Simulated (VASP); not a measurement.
# Cu (Fm-3m) in VASP: notebook

Cu is run at these levels: PBE, r2SCAN; tasks: single point, relaxation of cell and atoms.

Program: VASP 6.6.1. These are calculated values, not measurements. Logs are shortened: lines on timing, memory, paths and dates and some standing lists are left out, and cuts for length are marked.

**1. The cell of the first run**

It takes space group Fm-3m (No. 225, cubic). Conventional cell: a = 3.666 Å, b = 3.666 Å, c = 3.666 Å, α = 90.00°, β = 90.00°, γ = 90.00°. Cu (site symmetry m-3m) has 12 Cu at 2.59 Å within 3.4 Å.

**2. Single point, PBE (12.31 Å³/atom)**

The input, INCAR:

```
SYSTEM = Cu
PREC = Accurate ; ENCUT = 520
EDIFF = 1E-6 ; ISMEAR = 0
SIGMA = 0.1 ; LREAL = .False.
LASPH = .True. ; NELM = 60
ALGO = Normal ; ISIF = 2
LWAVE = .False. ; LCHARG = .True.
GGA = PE ; LELF = .True.
LVHAR = .True. ; NBANDS = 12
```

The input, KPOINTS:

```
Automatic mesh
0
Gamma
  26 26 26
  0 0 0
```

The input, POSCAR:

```
Cu
1.0
    0.0000000000      1.8328072715      1.8328072715
    1.8328072715      0.0000000000      1.8328072715
    1.8328072715      1.8328072715      0.0000000000
Cu
1
Direct
    0.5000000000      0.5000000000      0.5000000000
```

Potentials or basis: VASP PAW PBE potentials, release 64 (Cu).

Started as:

```sh
$ cat potpaw_PBE.64/Cu/POTCAR > POTCAR
$ mpirun -np 1 vasp_std > vasp.out
```

OUTCAR:

```text
SYSTEM = Cu
   PREC = Accurate
   ENCUT = 520
   EDIFF = 1E-6
   ISMEAR = 0
   LREAL = .False.
   LASPH = .True.
   NELM = 60
   ISIF = 2
   GGA = PE

 ion  position               nearest neighbor table
   1  0.500  0.500  0.500-

  LATTYP: Found a face centered cubic cell.
 ALAT       =     3.6656145430

  Lattice vectors:

 A1 = (   0.0000000000,   1.8328072715,   1.8328072715)
 A2 = (   1.8328072715,   0.0000000000,   1.8328072715)
 A3 = (   1.8328072715,   1.8328072715,   0.0000000000)

Analysis of symmetry for initial positions (statically):
=====================================================================
 Subroutine PRICEL returns:
 Original cell was already a primitive cell.

 Routine SETGRP: Setting up the symmetry group for a
 face centered cubic supercell.

 Subroutine GETGRP returns: Found 48 space group operations
 (whereof 48 operations were pure point group operations)
 out of a pool of 48 trial point group operations.

The static configuration has the point symmetry O_h .

Analysis of symmetry for dynamics (positions and initial velocities):
=====================================================================
 Subroutine PRICEL returns:
 Original cell was already a primitive cell.

 Routine SETGRP: Setting up the symmetry group for a
 face centered cubic supercell.

 Subroutine GETGRP returns: Found 48 space group operations
 (whereof 48 operations were pure point group operations)
 out of a pool of 48 trial point group operations.

The dynamic configuration has the point symmetry O_h .

 Subroutine INISYM returns: Found 48 space group operations
 (whereof 48 operations are pure point group operations),
 and found     1 'primitive' translations

----------------------------------------------------------------------------------------

                                     Primitive cell

  volume of cell :      12.3135

  direct lattice vectors                    reciprocal lattice vectors
     0.000000000  1.832807271  1.832807271    -0.272805552  0.272805552  0.272805552
     1.832807271  0.000000000  1.832807271     0.272805552 -0.272805552  0.272805552
     1.832807271  1.832807271  0.000000000     0.272805552  0.272805552 -0.272805552

  length of vectors
     2.591980901  2.591980901  2.591980901     0.472513077  0.472513077  0.472513077

  position of ions in fractional coordinates (direct lattice)
     0.500000000  0.500000000  0.500000000

  ion indices of the primitive-cell ions
   primitive index   ion index
                 1           1

----------------------------------------------------------------------------------------

 KPOINTS: Automatic mesh

Automatic generation of k-mesh.
 Grid dimensions read from file:
 generate k-points for:   26   26   26

 Generating k-lattice:

  Cartesian coordinates                     Fractional coordinates (reciprocal lattice)
    -0.010492521  0.010492521  0.010492521     0.038461538  0.000000000  0.000000000
     0.010492521 -0.010492521  0.010492521     0.000000000  0.038461538  0.000000000
     0.010492521  0.010492521 -0.010492521     0.000000000  0.000000000  0.038461538

  Length of vectors
     0.018173580  0.018173580  0.018173580

  Shift w.r.t. Gamma in fractional coordinates (k-lattice)
     0.000000000  0.000000000  0.000000000

 Subroutine IBZKPT returns following result:
 ===========================================

 Found    511 irreducible k-points:

 Following reciprocal coordinates:
            Coordinates               Weight
  0.000000  0.000000  0.000000      1.000000
  0.038462  0.000000  0.000000      8.000000
  0.076923  0.000000  0.000000      8.000000
  0.115385  0.000000  0.000000      8.000000
  0.153846  0.000000  0.000000      8.000000
  0.192308  0.000000  0.000000      8.000000
[... 16 lines left out ...]
  0.346154  0.038462  0.000000     24.000000
  0.384615  0.038462  0.000000     24.000000
 [... further k-points ...]
   k-points           NKPTS =    511   k-points in BZ     NKDIM =    511   number of bands    NBANDS=     12
   number of dos      NEDOS =    301   number of ions     NIONS =      1
   total plane-waves  NPLWV =   8000
   dimension x,y,z NGX =    20 NGY =   20 NGZ =   20
   dimension x,y,z NGXF=    40 NGYF=   40 NGZF=   40
   ions per type =               1
   NGX,Y,Z   is equivalent  to a cutoff of  12.83, 12.83, 12.83 a.u.
   NGXF,Y,Z  is equivalent  to a cutoff of  25.66, 25.66, 25.66 a.u.
 SYSTEM =  Cu
   PREC   = accura    normal or accurate (medium, high low for compatibility)
   ISTART =      0    job   : 0-new  1-cont  2-samecut
   ICHARG =      2    charge: 1-file 2-atom 10-const
   ISPIN  =      1    spin polarized calculation?
   LNONCOLLINEAR =      F non collinear calculations
   LSORBIT =      F    spin-orbit coupling
   LASPH  =      T    aspherical Exc in radial PAW
   ENCUT  =  520.0 eV  38.22 Ry    6.18 a.u.   4.82  4.82  4.82*2*pi/ulx,y,z
   NELM   =     60;   NELMIN=  2; NELMDL= -5     # of ELM steps
[... 119 lines left out ...]
      3       4.2962      2.00000
      4       4.2962      2.00000
      5       4.9211      2.00000
      6       4.9211      2.00000
      7      23.9548      0.00000
      8      29.7507      0.00000
      9      30.1453      0.00000
     10      30.1453      0.00000
     11      36.0206      0.00000
     12      36.5037      0.00000

 k-point     6 :       0.1923    0.0000    0.0000
  band No.  band energies     occupation
      1      -0.6927      2.00000
      2       3.9818      2.00000
      3       4.3251      2.00000
      4       4.3251      2.00000
      5       4.9406      2.00000
      6       4.9406      2.00000
      7      22.0039      0.00000
      8      29.5570      0.00000
      9      29.7511      0.00000
     10      29.7511      0.00000
     11      35.9711      0.00000
     12      36.2221      0.00000

 k-point     7 :       0.2308    0.0000    0.0000
  band No.  band energies     occupation
      1      -0.1738      2.00000
      2       3.9478      2.00000
      3       4.3309      2.00000
      4       4.3309      2.00000
      5       4.9906      2.00000
      6       4.9906      2.00000
      7      20.1049      0.00000
      8      29.3102      0.00000
      9      29.4137      0.00000
     10      29.4137      0.00000
     11      35.3455      0.00000
     12      35.3455      0.00000

 k-point     8 :       0.2692    0.0000    0.0000
  band No.  band energies     occupation
      1       0.3960      2.00000
      2       3.9575      2.00000
      3       4.3130      2.00000
      4       4.3130      2.00000
      5       5.0688      2.00000
      6       5.0688      2.00000
      7      18.2756      0.00000
      8      29.0241      0.00000
      9      29.1352      0.00000
     10      29.1352      0.00000
     11      34.4441      0.00000
     12      34.4441      0.00000
[... 166 lines left out ...]
 k-point    20 :       0.2308    0.0385    0.0000
  band No.  band energies     occupation
      1      -0.3107      2.00000
      2       3.9356      2.00000
      3       4.3379      2.00000
      4       4.3458      2.00000
      5       4.9131      2.00000
      6       5.0338      2.00000
      7      20.7678      0.00000
      8      28.3459      0.00000
      9      28.7414      0.00000
     10      31.3176      0.00000
     11      33.8692      0.00000
     12      36.5801      0.00000

 k-point    21 :       0.2692    0.0385    0.0000
  band No.  band energies     occupation
      1       0.2442      2.00000
      2       3.9242      2.00000
      3       4.3198      2.00000
      4       4.3365      2.00000
      5       4.9928      2.00000
      6       5.1047      2.00000
      7      18.9136      0.00000
      8      28.0497      0.00000
      9      28.4912      0.00000
     10      30.8493      0.00000
     11      33.3813      0.00000
     12      35.7850      0.00000

 k-point    22 :       0.3077    0.0385    0.0000
  band No.  band energies     occupation
      1       0.8235      2.00000
      2       3.9773      2.00000
      3       4.2832      2.00000
      4       4.3093      2.00000
      5       5.1018      2.00000
      6       5.1920      2.00000
      7      17.1384      0.00000
      8      27.8334      0.00000
      9      28.2562      0.00000
     10      30.2973      0.00000
     11      32.9326      0.00000
     12      34.9385      0.00000

 k-point    23 :       0.3462    0.0385    0.0000
  band No.  band energies     occupation
      1       1.3663      2.00000
      2       4.1439      2.00000
      3       4.2396      2.00000
      4       4.2729      2.00000
      5       5.2308      2.00000
      6       5.2831      2.00000
      7      15.4576      0.00000
      8      27.6999      0.00000
      9      28.0439      0.00000
     10      29.7207      0.00000
     11      32.5737      0.00000
     12      34.1672      0.00000

 k-point    24 :       0.3846    0.0385    0.0000
  band No.  band energies     occupation
      1       1.7947      2.00000
      2       4.1977      2.00000
      3       4.2351      2.00000
      4       4.4682      2.00000
      5       5.3662      2.00000
      6       5.3845      2.00000
      7      13.8942      0.00000
      8      27.6525      0.00000
      9      27.8594      0.00000
     10      29.1704      0.00000
     11      32.3247      0.00000
     12      33.4887      0.00000

 [... further k-points ...]
[... 5 lines left out ...]
  --------------------------------------------------------------------------------------
  -------------------------------------------------------------------------------------
  Total       -0.2521928     -0.2521928     -0.2521928     -0.0000000      0.0000000      0.0000000
  in kB      -32.8142789    -32.8142789    -32.8142789     -0.0000000      0.0000000      0.0000000
  external PRESSURE =     -32.8142789 kB  Pullay stress =       0.0000000 kB

 VOLUME and BASIS-vectors are now :
 -----------------------------------------------------------------------------
  energy-cutoff  :      520.00
  volume of cell :       12.31
      direct lattice vectors                 reciprocal lattice vectors
     0.000000000  1.832807271  1.832807271    -0.272805552  0.272805552  0.272805552
     1.832807271  0.000000000  1.832807271     0.272805552 -0.272805552  0.272805552
     1.832807271  1.832807271  0.000000000     0.272805552  0.272805552 -0.272805552

 POSITION                                       TOTAL-FORCE (eV/Angst)
 -----------------------------------------------------------------------------------
      1.83281      1.83281      1.83281         0.000000      0.000000      0.000000
 -----------------------------------------------------------------------------------
    total drift:                                0.000000      0.000000      0.000000

  FREE ENERGIE OF THE ION-ELECTRON SYSTEM (eV)
  ---------------------------------------------------
  free  energy   TOTEN  =        -3.7261026975 eV

  energy  without entropy=       -3.7248278465  energy(sigma->0) =       -3.72546527
```

Run time: 1.7 min. Hardware: 1 thread of Intel Xeon 8259CL, shared host; peak memory 0.18 GiB.

What came out:

| Quantity | Value |
| --- | --- |
| Free energy | -3.7261 eV |
| Pressure | -3.3 GPa |
| Band gap on the k mesh | zero (an odd number of electrons rules out a gap without spin polarisation) |

Levels at points of the mesh, in eV from the Fermi level:
```csv
k point,band 3,band 4,band 5,band 6,band 7,band 8,band 9,band 10
"(0.00, 0.00, 0.00)",-2.92,-2.92,-2.15,-2.15,22.24,24.56,24.56,24.56
"(0.50, 0.00, 0.00)",-2.95,-1.62,-1.62,-0.90,3.53,20.75,21.41,21.41
"(0.50, 0.50, 0.00)",-1.64,-1.49,-1.49,1.51,6.81,12.74,12.74,17.13
```

Caveat: the cell stands under tension.

**3. Single point, PBE (12.67 Å³/atom)**

This run uses another cell than the first one, of 12.67 Å³/atom.

The input, INCAR:

```
PREC = Accurate ; ENCUT = 520
EDIFF = 1E-7 ; ISMEAR = 0
SIGMA = 0.1 ; LREAL = False
LASPH = True ; NELM = 80
ALGO = Fast ; ISIF = 2
LWAVE = False ; LCHARG = False
GGA = PE ; NBANDS = 12
```

The input, KPOINTS:

```
regular mesh
0
Gamma
  26 26 26
```

The input, POSCAR:

```
Cu
1.0
    0.0000000000      1.8504314995      1.8504314995
    1.8504314995      0.0000000000      1.8504314995
    1.8504314995      1.8504314995      0.0000000000
Cu
1
Direct
    0.5000000000      0.5000000000      0.5000000000
```

Potentials or basis: VASP PAW PBE potentials, release 64 (Cu).

Started as:

```sh
$ cat potpaw_PBE.64/Cu/POTCAR > POTCAR
$ mpirun -np 1 vasp_std > vasp.out
```

Run time: 2.5 min. Hardware: 1 thread of Intel Xeon 8259CL, shared host; peak memory 0.18 GiB.

Results (log left out):

* Free energy: -3.7151 eV
* Pressure: -6.6 GPa
* Band gap on the k mesh: zero (an odd number of electrons rules out a gap without spin polarisation)

Levels at points of the mesh, in eV from the Fermi level:
```
           k point  band 4  band 5  band 6  band 7  band 8  band 9
(0.00, 0.00, 0.00)   -2.84   -2.11   -2.11   22.00   24.11   24.11
(0.50, 0.00, 0.00)   -1.60   -1.60   -0.82    3.39   20.53   20.97
(0.50, 0.50, 0.00)   -1.47   -1.47    1.53    6.61   12.52   12.52
```

Caveat: the cell stands under tension.

**4. Single point, PBE (13.15 Å³/atom)**

This run uses another cell than the first one, of 13.15 Å³/atom.

The input, INCAR:

```
SYSTEM = Cu
PREC = Accurate
ENCUT = 520
EDIFF = 1E-6
ISMEAR = 0
SIGMA = 0.1
LREAL = .False.
LASPH = .True.
NELM = 100
ALGO = Fast
ISIF = 2
LWAVE = .False.
LCHARG = .True.
GGA = PE
LELF = .True.
LVHAR = .True.
NBANDS = 12
```

The input, KPOINTS:

```
regular mesh
0
Gamma
  26 26 26
  0 0 0
```

The input, POSCAR:

```
Cu
1.0
    0.0000000000      1.8734205769      1.8734205769
    1.8734205769      0.0000000000      1.8734205769
    1.8734205769      1.8734205769      0.0000000000
Cu
1
Direct
    0.5000000000      0.5000000000      0.5000000000
```

Started as:

```sh
$ cat potpaw_PBE.64/Cu/POTCAR > POTCAR
$ mpirun -np 1 vasp_std > vasp.out
```

Wall time 2.3 min (1 thread of Intel Xeon 8259CL, shared host); peak memory 0.19 GiB.

Results (log left out):

| Quantity | Value |
| --- | --- |
| Free energy | -3.6904 eV |
| Pressure | -9.5 GPa |
| Band gap on the k mesh | zero (an odd number of electrons rules out a gap without spin polarisation) |

Levels at points of the mesh, in eV from the Fermi level:
```tsv
k point	band 3	band 4	band 5	band 6	band 7	band 8	band 9	band 10
(0.00, 0.00, 0.00)	-2.74	-2.74	-2.05	-2.05	21.70	23.54	23.54	23.54
(0.50, 0.00, 0.00)	-2.77	-1.57	-1.57	-0.72	3.22	20.25	20.43	20.43
(0.50, 0.50, 0.00)	-1.58	-1.44	-1.44	1.55	6.37	12.25	12.25	16.49
```

Caveat: the cell stands under tension.

**5. Single point, r2SCAN**

This run uses another cell than the first one, of 11.95 Å³/atom.

The input, POSCAR:

```
Cu
1.0
    0.0000000000      1.8148374156      1.8148374156
    1.8148374156      0.0000000000      1.8148374156
    1.8148374156      1.8148374156      0.0000000000
Cu
1
Direct
    0.5000000000      0.5000000000      0.5000000000
```

The input, INCAR.step1:

```
PREC     = Accurate       # precision mode
ENCUT    = 520            # plane-wave cutoff, eV
ISMEAR   = 0              # smearing method
SIGMA    = 0.1            # smearing width, eV
LREAL    = False          # projectors in reciprocal space
LASPH    = True           # aspherical terms in the spheres
NELM     = 80             # most SCF steps
NBANDS   = 12             # bands
GGA      = PE             # functional
ALGO     = Normal         # electronic algorithm
EDIFF    = 1E-4           # SCF threshold, eV
LWAVE    = True           # write WAVECAR
LCHARG   = False          # write CHGCAR
```

The input, INCAR.step2:

```
PREC     = Accurate       # precision mode
ENCUT    = 520            # plane-wave cutoff, eV
EDIFF    = 1E-7           # SCF threshold, eV
ISMEAR   = 0              # smearing method
SIGMA    = 0.1            # smearing width, eV
LREAL    = False          # projectors in reciprocal space
LASPH    = True           # aspherical terms in the spheres
NELM     = 80             # most SCF steps
ALGO     = Normal         # electronic algorithm
ISIF     = 2              # what is computed and relaxed
LWAVE    = False          # write WAVECAR
LCHARG   = False          # write CHGCAR
METAGGA  = R2SCAN         # meta-GGA
LMIXTAU  = True         
NBANDS   = 12             # bands
ISTART   = 1
```

The input, KPOINTS:

```
Automatic mesh
0
Gamma
  26 26 26
```

Started as:

```sh
$ cat potpaw_PBE.64/Cu/POTCAR > POTCAR
$ cp INCAR.step1 INCAR
$ mpirun -np 1 vasp_std > vasp.out
$ cp INCAR.step2 INCAR
$ mpirun -np 1 vasp_std > vasp.out
```

Run time: 7.7 min. Hardware: 1 thread of Intel Xeon 8259CL, shared host; peak memory 0.19 GiB.

The run converged. Its results:

```yaml
Free_energy: -10.8195 eV
Pressure: -5.8 GPa
Band_gap_on_the_k_mesh: zero (an odd number of electrons rules out a gap without spin polarisation)
```

Levels at points of the mesh, in eV from the Fermi level:
| k point | band 3 | band 4 | band 5 | band 6 | band 7 | band 8 | band 9 | band 10 |
| --- | --- | --- | --- | --- | --- | --- | --- | --- |
| (0.00, 0.00, 0.00) | -3.11 | -3.11 | -2.31 | -2.31 | 23.26 | 26.20 | 26.20 | 26.20 |
| (0.50, 0.00, 0.00) | -3.16 | -1.74 | -1.74 | -1.02 | 3.89 | 21.78 | 22.93 | 22.93 |
| (0.50, 0.50, 0.00) | -1.77 | -1.59 | -1.59 | 1.58 | 7.33 | 13.65 | 13.65 | 17.97 |

Caveat: the cell stands under tension; the PAW data sets were made with another functional, which shifts forces and pressure a little.

**6. Relaxation of cell and atoms, PBE**

This run uses another cell than the first one, of 12.02 Å³/atom.

The input, INCAR:

```
  PREC = Accurate
  ENCUT = 600
  EDIFF = 1E-6
  ISMEAR = 0
  SIGMA = 0.1
  LREAL = F
  LASPH = T
  NELM = 80
  ALGO = Fast
  ISIF = 3
  LWAVE = F
  LCHARG = F
  GGA = PE
  IBRION = 2
  NSW = 100
  EDIFFG = -0.01
```

The input, KPOINTS:

```
regular mesh
0
Gamma
  26 26 26
```

The input, POSCAR:

```
Cu
1.0
    0.0000000000      1.8181149182      1.8181149182
    1.8181149182      0.0000000000      1.8181149182
    1.8181149182      1.8181149182      0.0000000000
Cu
1
Direct
    0.5000000000      0.5000000000      0.5000000000
```

Potentials or basis: VASP PAW PBE potentials, release 64 (Cu).

Started as:

```sh
$ cat potpaw_PBE.64/Cu/POTCAR > POTCAR
$ mpirun -np 1 vasp_std > vasp.out
```

Run time: 85 s. Hardware: 1 thread of Intel Xeon 8259CL, shared host; peak memory 0.2 GiB.

The run converged. Its results:

```yaml
Free_energy: -3.7293 eV
Pressure_after_relaxing: 0.1 GPa
Band_gap_on_the_k_mesh: zero (an odd number of electrons rules out a gap without spin polarisation)
```

Final structure:
```
Cu
1.0
     0.00000    1.81811    1.81811
     1.81811    0.00000    1.81811
     1.81811    1.81811    0.00000
Cu
1
Direct
  0.50000 0.50000 0.50000
```

Levels at points of the mesh, in eV from the Fermi level:
```tsv
k point	band 3	band 4	band 5	band 6	band 7	band 8	band 9
(0.00, 0.00, 0.00)	-2.99	-2.99	-2.19	-2.19	22.43	24.94	24.94
(0.50, 0.00, 0.00)	-3.03	-1.64	-1.64	-0.97	3.65	20.93	21.78
(0.50, 0.50, 0.00)	-1.66	-1.50	-1.50	1.49	6.97	12.93	12.93
```

Caveat: the relaxation stopped at its first step, so nothing moved.

**7. The runs side by side**

| task | level | cell | cutoff (eV) | gap on the mesh (eV) | pressure (GPa) |
| --- | --- | --- | --- | --- | --- |
| single point | PBE | a = 2.592 Å, angles 60.0°, 1 atom | 520 | none | -3.3 |
| single point | PBE | a = 2.617 Å, angles 60.0°, 1 atom | 520 | none | -6.6 |
| single point | PBE | a = 2.649 Å, angles 60.0°, 1 atom | 520 | none | -9.5 |
| single point | r2SCAN | a = 2.567 Å, angles 60.0°, 1 atom | 520 | none | -5.8 |
| relaxation of cell and atoms | PBE | relaxed from a = 2.571 Å, angles 60.0°, 1 atom | 600 | none | 0.1 |

Alike in all rows: potentials or basis VASP PAW PBE potentials, release 64 (Cu); no spin polarisation; k mesh 26 × 26 × 26; smearing gaussian 0.1 eV.

Caveats: the cell stands under tension (at least some runs); the PAW data sets were made with another functional, which shifts forces and pressure a little (at least some runs); the relaxation stopped at its first step, so nothing moved (at least some runs).

Total energies depend on the potentials used, so only differences within one code and one set of settings carry meaning.
